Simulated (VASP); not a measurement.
# Lu2AlH2 (Immm) in VASP: single point with r2SCAN

Aim: the single point of Lu2AlH2 with r2SCAN.

All numbers are computed with VASP 6.6.1; they aren't measurements. Logs are shortened: lines on timing, memory, paths and dates and some standing lists are left out, and cuts for length are marked.

**1. The cell of the first run**

The structure is orthorhombic, space group Immm (No. 71). Conventional cell: a = 3.715 Å, b = 5.257 Å, c = 7.814 Å, α = 90.00°, β = 90.00°, γ = 90.00°. Within 3.8 Å of Lu (site symmetry mm2) lie 6 H at 2.72 Å and 4 Al at 2.92 to 3.10 Å and 7 Lu at 3.28 to 3.71 Å. H (site symmetry m2m) has 1 H at 2.22 Å and 2 Al at 2.40 Å and 6 Lu at 2.72 Å within 2.9 Å. Al (site symmetry mmm) has 4 H at 2.40 Å and 8 Lu at 2.92 to 3.10 Å within 3.2 Å.

**2. Single point, r2SCAN**

POSCAR reads:

```
Lu2AlH2
1.0
    0.0000000000      0.0000000000      3.7149400000
    3.9071400000     -2.6285910000      1.8574700000
    3.9071400000      2.6285910000     -1.8574700000
Lu H Al
2 2 1
Direct
    0.5000000000      0.7111300000      0.7111300000
    0.5000000000      0.2888700000      0.2888700000
    0.7893000000      0.7107000000      0.2893000000
    0.2107000000      0.2893000000      0.7107000000
    0.0000000000      0.0000000000      0.0000000000
```

INCAR.step1 reads:

```
SYSTEM = Lu2AlH2
  ALGO = Normal
  EDIFF = 1E-4
  ENCUT = 520
  GGA = PE
  ISMEAR = -1
  LASPH = .TRUE.
  LCHARG = .FALSE.
  LREAL = .FALSE.
  LWAVE = .TRUE.
  NBANDS = 36
  NELM = 80
  PREC = Accurate
  SIGMA = 0.1
```

INCAR.step2 reads:

```
SYSTEM = Lu2AlH2
  ALGO = Normal
  EDIFF = 1E-6
  ENCUT = 520
  ISIF = 2
  ISMEAR = -1
  ISTART = 1
  LASPH = .TRUE.
  LCHARG = .FALSE.
  LMIXTAU = .TRUE.
  LREAL = .FALSE.
  LWAVE = .FALSE.
  METAGGA = R2SCAN
  NBANDS = 36
  NELM = 80
  PREC = Accurate
  SIGMA = 0.1
```

KPOINTS reads:

```
k-points
0
G
  8 8 8
  0 0 0
```

Potentials or basis: VASP PAW PBE potentials, release 64 (Lu, H, Al).

On the command line:

```bash
$ cat potpaw_PBE.64/Lu/POTCAR potpaw_PBE.64/H/POTCAR potpaw_PBE.64/Al/POTCAR > POTCAR
$ cp INCAR.step1 INCAR
$ mpirun -np 1 vasp_std > vasp.out
$ cp INCAR.step2 INCAR
$ mpirun -np 1 vasp_std > vasp.out
```

OUTCAR:

```text
SYSTEM = Lu2AlH2
   EDIFF = 1E-6
   ENCUT = 520
   ISIF = 2
   ISMEAR = -1
   ISTART = 1
   LASPH = .TRUE.
   LREAL = .FALSE.
   METAGGA = R2SCAN
   NELM = 80
   PREC = Accurate

 ion  position               nearest neighbor table
   1  0.500  0.711  0.711-   5 2.92   5 2.92   5 3.10   5 3.10   2 3.28   2 3.28   2 3.28   2 3.28
                             2 3.30
   2  0.500  0.289  0.289-   5 2.92   5 2.92   5 3.10   5 3.10   1 3.28   1 3.28   1 3.28   1 3.28
                             1 3.30
   3  0.789  0.711  0.289-
   4  0.211  0.289  0.711-
   5  0.000  0.000  0.000-   1 2.92   2 2.92   1 2.92   2 2.92   1 3.10   1 3.10   2 3.10   2 3.10

  LATTYP: Found a body centered orthorhombic cell.
 ALAT       =     3.7149400000
 B/A-ratio  =     1.4151458705
 C/A-ratio  =     2.1034740803

  Lattice vectors:

 A1 = (  -3.9071400000,   2.6285910000,  -1.8574700000)
 A2 = (  -3.9071400000,  -2.6285910000,   1.8574700000)
 A3 = (   3.9071400000,   2.6285910000,   1.8574700000)

Analysis of symmetry for initial positions (statically):
=====================================================================
 Subroutine PRICEL returns:
 Original cell was already a primitive cell.

 Routine SETGRP: Setting up the symmetry group for a
 body centered orthorhombic supercell.

 Subroutine GETGRP returns: Found  8 space group operations
 (whereof  8 operations were pure point group operations)
 out of a pool of  8 trial point group operations.

The static configuration has the point symmetry D_2h.

Analysis of symmetry for dynamics (positions and initial velocities):
=====================================================================
 Subroutine PRICEL returns:
 Original cell was already a primitive cell.

 Routine SETGRP: Setting up the symmetry group for a
 body centered orthorhombic supercell.

 Subroutine GETGRP returns: Found  8 space group operations
 (whereof  8 operations were pure point group operations)
 out of a pool of  8 trial point group operations.

The dynamic configuration has the point symmetry D_2h.

 Subroutine INISYM returns: Found  8 space group operations
 (whereof  8 operations are pure point group operations),
 and found     1 'primitive' translations

----------------------------------------------------------------------------------------

                                     Primitive cell

  volume of cell :      76.3069

  direct lattice vectors                    reciprocal lattice vectors
     0.000000000  0.000000000  3.714940000     0.000000000  0.190215975  0.269183352
     3.907140000 -2.628591000  1.857470000     0.127970843 -0.190215975  0.000000000
     3.907140000  2.628591000 -1.857470000     0.127970843  0.190215975  0.000000000

  length of vectors
     3.714940000  5.062156500  5.062156500     0.329608546  0.229256742  0.229256742

  position of ions in fractional coordinates (direct lattice)
     0.500000000  0.711130000  0.711130000
     0.500000000  0.288870000  0.288870000
     0.789300000  0.710700000  0.289300000
     0.210700000  0.289300000  0.710700000
     0.000000000  0.000000000  0.000000000

  ion indices of the primitive-cell ions
   primitive index   ion index
                 1           1
                 2           2
                 3           3
                 4           4
                 5           5

----------------------------------------------------------------------------------------

 KPOINTS: k-points

Automatic generation of k-mesh.
 Grid dimensions read from file:
 generate k-points for:    8    8    8

 Generating k-lattice:

  Cartesian coordinates                     Fractional coordinates (reciprocal lattice)
     0.000000000  0.023776997  0.033647919     0.125000000 -0.000000000  0.000000000
     0.015996355 -0.023776997  0.000000000     0.000000000  0.125000000 -0.000000000
     0.015996355  0.023776997  0.000000000     0.000000000 -0.000000000  0.125000000

  Length of vectors
     0.041201068  0.028657093  0.028657093

  Shift w.r.t. Gamma in fractional coordinates (k-lattice)
     0.000000000  0.000000000  0.000000000

 Subroutine IBZKPT returns following result:
 ===========================================

 Found     95 irreducible k-points:

 Following reciprocal coordinates:
            Coordinates               Weight
  0.000000  0.000000  0.000000      1.000000
  0.125000 -0.000000  0.000000      4.000000
  0.250000 -0.000000  0.000000      4.000000
  0.375000 -0.000000  0.000000      4.000000
  0.500000 -0.000000  0.000000      2.000000
  0.000000  0.125000 -0.000000      4.000000
[... 16 lines left out ...]
  0.125000  0.375000  0.000000      8.000000
  0.250000  0.375000  0.000000      8.000000
 [... further k-points ...]
   k-points           NKPTS =     95   k-points in BZ     NKDIM =     95   number of bands    NBANDS=     36
   number of dos      NEDOS =    301   number of ions     NIONS =      5
   total plane-waves  NPLWV =  44800
   dimension x,y,z NGX =    28 NGY =   40 NGZ =   40
   dimension x,y,z NGXF=    56 NGYF=   80 NGZF=   80
   ions per type =               2   2   1
   NGX,Y,Z   is equivalent  to a cutoff of  12.53, 13.14, 13.14 a.u.
   NGXF,Y,Z  is equivalent  to a cutoff of  25.06, 26.27, 26.27 a.u.
 SYSTEM =  Lu2AlH2
   PREC   = accura    normal or accurate (medium, high low for compatibility)
   ISTART =      1    job   : 0-new  1-cont  2-samecut
   ICHARG =      0    charge: 1-file 2-atom 10-const
   ISPIN  =      1    spin polarized calculation?
   LNONCOLLINEAR =      F non collinear calculations
   LSORBIT =      F    spin-orbit coupling
   LASPH  =      T    aspherical Exc in radial PAW
   ENCUT  =  520.0 eV  38.22 Ry    6.18 a.u.   6.91  9.41  9.41*2*pi/ulx,y,z
   NELM   =     80;   NELMIN=  2; NELMDL=  0     # of ELM steps
   EDIFF  = 0.1E-05   stopping-criterion for ELM
   LREAL  =      F    real-space projection
   EDIFFG = 0.1E-04   stopping-criterion for IOM
   NSW    =      0    number of steps for IOM
   IBRION =     -1    ionic relax: 0-MD 1-quasi-New 2-CG
   NFREE  =      0    steps in history (QN), initial steepest desc. (CG)
   ISIF   =      2    stress and relaxation
   ISYM   =      2    0-nonsym 1-usesym 2-fastsym
   POTIM  = 0.5000    time-step for ionic-motion
   TEBEG  =    0.0;   TEEND  =   0.0 temperature during run
   PSTRESS=    0.0 pullay stress
   NELECT =      55.0000    total number of electrons
   NUPDOWN=      -1.0000    fix difference up-down
   EMIN   =  10.00;   EMAX   =-10.00  energy-range for DOS
   EFERMI =   0.00;   METHOD = LEGACY
   ISMEAR =    -1;   SIGMA  =   0.10  broadening in eV -4-tet -1-fermi 0-gaus
   EFERMI_NEDOS =   21; number of points for ismear=-14 and -15
   IALGO  =     38    algorithm
   IMIX   =      4    mixing-type and parameters
     AMIX     =   0.40;   BMIX     =  1.00
     AMIX_MAG =   1.60;   BMIX_MAG =  1.00
  volume/ion in A,a.u.               =      15.26       102.99
  Fermi-wavevector in a.u.,A,eV,Ry     =   1.467826  2.773788 29.313916  2.154512
  Thomas-Fermi vector in A             =   2.583397
   LORBIT       =      0    0 simple, 1 ext, 2 COOP (PROOUT), +10 PAW based schemes
   METAGGA = R2SCAN    functional components
   LHFCALC =     F    Hartree Fock is set to
   AEXX    =    0.0000 exact exchange contribution
   IVDW    =     0    specifies the selected vdW correction
   LEPSILON=     F    determine dielectric tensor
   LRPA    =     F    only Hartree local field effects (RPA)
 non-spin polarized calculation
  energy-cutoff  :      520.00
  volume of cell :       76.31
 maximum number of plane-waves:      2071
   NGX = 13   NGY = 19   NGZ = 19

 number of electron      55.0000001 magnetization

 Free energy of the ion-electron system (eV)
  ---------------------------------------------------
  ext. energy  EPLUGINS =         0.00000000
  ---------------------------------------------------
  free energy    TOTEN  =       -89.31575360 eV

  energy without entropy =      -89.22662933  energy(sigma->0) =      -89.27119147

 E-fermi :   4.0772     XC(G=0): -11.7017

 val. band max:        4.0565278025   @ k =   0.3750   0.3750   0.0000
 cond. band min:       4.0798895131   @ k =   0.0000  -0.3750   0.1250
 fundamental gap:      0.0233617106
 Fermi energy:         4.0771845715

 k-point     1 :       0.0000    0.0000    0.0000
  band No.  band energies     occupation
      1     -54.2276      2.00000
      2     -54.1751      2.00000
      3     -24.4758      2.00000
      4     -24.3850      2.00000
      5     -24.2386      2.00000
      6     -24.2350      2.00000
[... 28 lines left out ...]
     35       8.0727      0.00000
     36       9.8851      0.00000

 k-point     2 :       0.1250   -0.0000    0.0000
  band No.  band energies     occupation
      1     -54.2239      2.00000
      2     -54.1777      2.00000
      3     -24.4445      2.00000
      4     -24.3917      2.00000
      5     -24.2509      2.00000
      6     -24.2126      2.00000
[... 28 lines left out ...]
     35       8.3768      0.00000
     36       9.6826      0.00000

 k-point     3 :       0.2500   -0.0000    0.0000
  band No.  band energies     occupation
      1     -54.2150      2.00000
      2     -54.1838      2.00000
      3     -24.4167      2.00000
      4     -24.4094      2.00000
      5     -24.2423      2.00000
      6     -24.2381      2.00000
[... 28 lines left out ...]
     35       8.5524      0.00000
     36       9.1724      0.00000
[... 742 lines left out ...]
 k-point    23 :       0.1250    0.3750    0.0000
  band No.  band energies     occupation
      1     -54.2172      2.00000
      2     -54.1843      2.00000
      3     -24.4404      2.00000
      4     -24.3936      2.00000
      5     -24.2401      2.00000
      6     -24.1898      2.00000
[... 28 lines left out ...]
     35       8.8898      0.00000
     36       9.4267      0.00000

 k-point    24 :       0.2500    0.3750    0.0000
  band No.  band energies     occupation
      1     -54.2158      2.00000
      2     -54.1830      2.00000
      3     -24.4169      2.00000
      4     -24.4049      2.00000
      5     -24.2694      2.00000
      6     -24.2060      2.00000
[... 28 lines left out ...]
     35       8.8733      0.00000
     36       9.6176      0.00000

 [... further k-points ...]

------------------------ aborting loop because EDIFF is reached ----------------------------------------

  FORCE on cell =-STRESS in cart. coord.  units (eV):
  Direction    XX          YY          ZZ          XY          YZ          ZX
  --------------------------------------------------------------------------------------
  -------------------------------------------------------------------------------------
  Total       -1.4523092      1.6536793      0.7011651      0.0000000      0.0000000      0.0000000
  in kB      -30.4934024     34.7214688     14.7220087      0.0000000      0.0000000      0.0000000
  external PRESSURE =       6.3166917 kB  Pullay stress =       0.0000000 kB

 VOLUME and BASIS-vectors are now :
 -----------------------------------------------------------------------------
  energy-cutoff  :      520.00
  volume of cell :       76.31
      direct lattice vectors                 reciprocal lattice vectors
     0.000000000  0.000000000  3.714940000     0.000000000  0.190215975  0.269183352
     3.907140000 -2.628591000  1.857470000     0.127970843 -0.190215975  0.000000000
     3.907140000  2.628591000 -1.857470000     0.127970843  0.190215975  0.000000000

 POSITION                                       TOTAL-FORCE (eV/Angst)
 -----------------------------------------------------------------------------------
      5.55697      0.00000      1.85747        -0.300342      0.000000     -0.000000
      2.25731      0.00000      1.85747         0.300342      0.000000     -0.000000
      3.90714     -1.10769      3.71494        -0.000000     -0.359306      0.000000
      3.90714      1.10769     -0.00000        -0.000000      0.359306     -0.000000
      0.00000      0.00000      0.00000        -0.000000      0.000000     -0.000000
 -----------------------------------------------------------------------------------
    total drift:                                0.000000     -0.000000      0.000000

  FREE ENERGIE OF THE ION-ELECTRON SYSTEM (eV)
  ---------------------------------------------------
  free  energy   TOTEN  =       -89.3157536041 eV

  energy  without entropy=      -89.2266293348  energy(sigma->0) =      -89.27119147
```

It took 32 min on 1 thread of Intel Xeon 8259CL, shared host; peak memory 0.39 GiB.

Results:

```
Free energy            : -89.3158 eV
Pressure               : 0.6 GPa
Largest force          : 0.359 eV/Å
Band gap on the k mesh : zero (an odd number of electrons rules out a gap without spin polarisation)
```

Forces in eV/Å, atoms in the order of the input:
```
Lu  -0.300  0.000  0.000
Lu   0.300  0.000  0.000
H    0.000 -0.359  0.000
H    0.000  0.359  0.000
Al   0.000  0.000  0.000
```

Levels at points of the mesh, in eV from the Fermi level:
| k point | band 24 | band 25 | band 26 | band 27 | band 28 | band 29 | band 30 | band 31 | band 32 | band 33 |
| --- | --- | --- | --- | --- | --- | --- | --- | --- | --- | --- |
| (0.00, 0.00, 0.00) | -5.42 | -2.45 | -1.73 | -0.89 | 0.03 | 0.75 | 1.24 | 1.95 | 3.33 | 3.59 |
| (0.50, 0.00, 0.00) | -5.51 | -4.97 | -2.20 | -1.49 | -1.32 | 0.09 | 1.60 | 1.96 | 3.27 | 4.51 |
| (0.00, 0.50, 0.00) | -5.51 | -2.19 | -2.06 | 0.01 | 0.24 | 0.71 | 0.71 | 1.93 | 2.45 | 3.00 |
| (0.50, 0.50, 0.00) | -5.44 | -4.09 | -2.45 | -1.15 | -0.02 | 0.06 | 0.40 | 1.32 | 2.35 | 4.47 |
| (0.00, 0.50, 0.50) | -5.15 | -4.60 | -4.34 | -0.44 | 1.26 | 1.36 | 1.99 | 2.69 | 3.07 | 3.43 |

Caveat: the stress differs along the axes, from -3 to 3 GPa; the PAW data sets were made with another functional, which shifts forces and pressure a little; spin-orbit coupling is left out, which moves the levels of the heavy elements.

The gap in the log of VASP goes by the Fermi energy; the results here count the filled bands.